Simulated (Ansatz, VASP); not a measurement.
## Na4Au in VASP and in Ansatz

```xyz
5
Lattice="5.2838 0.0000 0.0000 -2.6419 4.5759 0.0000 0.0000 0.0000 8.0066" Properties=species:S:1:pos:R:3 pbc="T T T"
Na    0.0000    3.0506    0.0000
Na    2.6419    1.5253    0.0000
Na    2.6419    1.5253    5.1470
Na    2.6419    1.5253    2.8596
Au    0.0000    3.0506    4.0033
```

Alike in both runs: task single point; functional PBE; k mesh 6 × 6 × 2; occupations gaussian, width 0.1 eV; no spin polarisation.

```csv
,VASP,Ansatz
version,VASP 6.6.1,Ansatz 0.2.0
potentials or method,"VASP PAW PBE potentials, release 64 (Na_pv, Au), cutoff 520 eV","scalar-relativistic, plane waves, PAW"
valence electrons in the cell,39,55
```

|  | VASP | Ansatz | Ansatz less VASP |
| --- | --- | --- | --- |
| gap on the k mesh at the Fermi level (eV) | none | none | - |
| pressure (GPa) | 0.3 | 0.3 | 0.00 |
| traceless stress, the component that is largest in VASP (GPa) | 3.30 | 3.29 | -0.007 |
| rms of the force components (eV/Å) | 0.327 | 0.325 | -0.0016 |

Atom by atom the forces differ by 0.002 eV/Å (rms over components). A gap of «none» marks a metal or a gap that the smearing closes. VASP's potentials hold 39 valence electrons a cell and Ansatz's 55, so a difference there can come from the potentials and not from the codes.

The k mesh is coarse, so the values compare programs but aren't converged. Neither program's run includes spin-orbit coupling.
